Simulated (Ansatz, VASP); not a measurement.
# Br in VASP and in Ansatz

The input INCAR:

```
SYSTEM = Br
ALGO = Normal ; EDIFF = 1E-6
ENCUT = 520 ; GGA = PE
ISIF = 2 ; ISMEAR = 0
IVDW = 12 ; LASPH = .True.
LCHARG = .False. ; LREAL = .False.
LWAVE = .False. ; NBANDS = 18
NELM = 60 ; PREC = Accurate
SIGMA = 0.15
```

KPOINTS

```
k-points
0
Gamma
  12 12 12
  0 0 0
```

Contents of POSCAR:

```
Br
1.0
    4.2168603643      0.0000000000      0.0000000000
    0.0000000000      4.2168603643      0.0000000000
    0.0000000000      0.0000000000      5.0602324372
Br
3
Direct
    0.5000000000      0.0000000000      0.0000000000
    0.0000000000      0.5000000000      0.0000000000
    0.0000000000      0.0000000000      0.5000000000
```

Input for Ansatz:

```yaml
crystal:
  lattice:
    - [4.2168603643, 0.0, 0.0]
    - [0.0, 4.2168603643, 0.0]
    - [0.0, 0.0, 5.0602324372]
  atoms:
    - { symbol: Br, position: [0.5, 0.0, 0.0] }
    - { symbol: Br, position: [0.0, 0.5, 0.0] }
    - { symbol: Br, position: [0.0, 0.0, 0.5] }
basis:
  ecutwfc: 420
kpoints:
  mp_grid: { grid: [12, 12, 12] }
hamiltonian:
  xc: pbe
  dispersion: d3bj
scf:
  occupations: { method: gaussian, width: 0.15 }
output:
  forces: true
  stress: true
  eigenvalues: true
```

Alike in both runs: task single point; functional PBE; dispersion D3(BJ); k mesh 12 × 12 × 12; occupations gaussian, width 0.15 eV; no spin polarisation.

|  | VASP | Ansatz |
| --- | --- | --- |
| version | VASP 6.6.1 | Ansatz 0.2.0 |
| potentials or method | VASP PAW PBE potentials, release 64 (Br), cutoff 520 eV | scalar-relativistic, plane waves, PAW |
| valence electrons in the cell | 21 | 21 |

```tsv
	VASP	Ansatz	Ansatz less VASP
gap on the k mesh at the Fermi level (eV)	none	none	-
pressure (GPa)	0.1	0.1	0.00
traceless stress, the component that is largest in VASP (GPa)	1.02	1.02	+0.003
```

A gap of «none» marks a metal or a gap that the smearing closes.
